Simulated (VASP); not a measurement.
ScAl4As:

```
Sc Al As
1.0
     4.99337    0.00000    0.00000
     0.00000    4.99337    0.00000
     0.00000    0.00000    4.48371
Sc Al As
1 4 1
Direct
  0.00000 0.00000 0.50000
  0.77733 0.50000 0.50000
  0.22267 0.50000 0.50000
  0.50000 0.77733 0.50000
  0.50000 0.22267 0.50000
  0.50000 0.50000 0.00000
```

The cell was built from a structure type or drawn by symmetry, and may not be a known phase.

* Program: VASP 6.6.1
* Task: relaxation of cell and atoms
* Functional: PBE
* Potentials or basis: VASP PAW PBE potentials, release 64 (Sc_sv, Al, As)
* Cutoff: 600 eV
* k mesh: 4 × 4 × 4
* Occupations: gaussian, width 0.1 eV
* Spin: no spin polarisation

At the start: pressure 49.9 GPa; volume 18.63 Å³/atom.

Question: How do energy, volume and symmetry change on relaxing?

Answer: Over 17 steps the energy falls by 1557.3 meV/atom and the volume is 24.60 Å³/atom (+32.0 %); space group P4/mmm (No. 123, to 0.1 Å) before and after.

The path:
```tsv
step	energy change (eV)	largest force (eV/Å)	pressure (GPa)	volume (Å³)
1	0.0000	8.9345	49.94	111.80
2	1.1193	12.3068	0.65	229.56
3	-2.8908	10.0034	-0.11	196.13
4	-5.0093	8.5403	1.06	175.74
5	-6.6010	5.5757	11.95	141.69
6	-6.5704	6.3900	8.49	148.26
7	-7.6954	0.4452	-7.24	200.62
8	-8.6394	0.6596	-3.77	174.49
9	-8.6459	0.7763	-3.45	173.21
10	-8.6467	0.8744	-3.19	172.20
11	-8.9306	0.0088	-0.78	160.10
12	-8.9683	0.4313	0.57	155.00
13	-9.2136	0.5634	0.40	150.26
14	-9.3029	0.6147	0.78	146.73
15	-9.3077	0.6355	0.99	145.46
16	-9.3392	0.1729	-0.51	148.34
17	-9.3436	0.0301	-0.15	147.59
```

Final structure:
```
Sc Al As
1.0
     6.14738    0.00000    0.00000
     0.00000    6.14738    0.00000
     0.00000    0.00000    3.90537
Sc Al As
1 4 1
Direct
  0.00000 0.00000 0.50000
  0.80095 0.50000 0.50000
  0.19905 0.50000 0.50000
  0.50000 0.80095 0.50000
  0.50000 0.19905 0.50000
  0.50000 0.50000 0.00000
```

Caveat: the volume moved by over 15 % at a fixed basis, so the end points are rough.
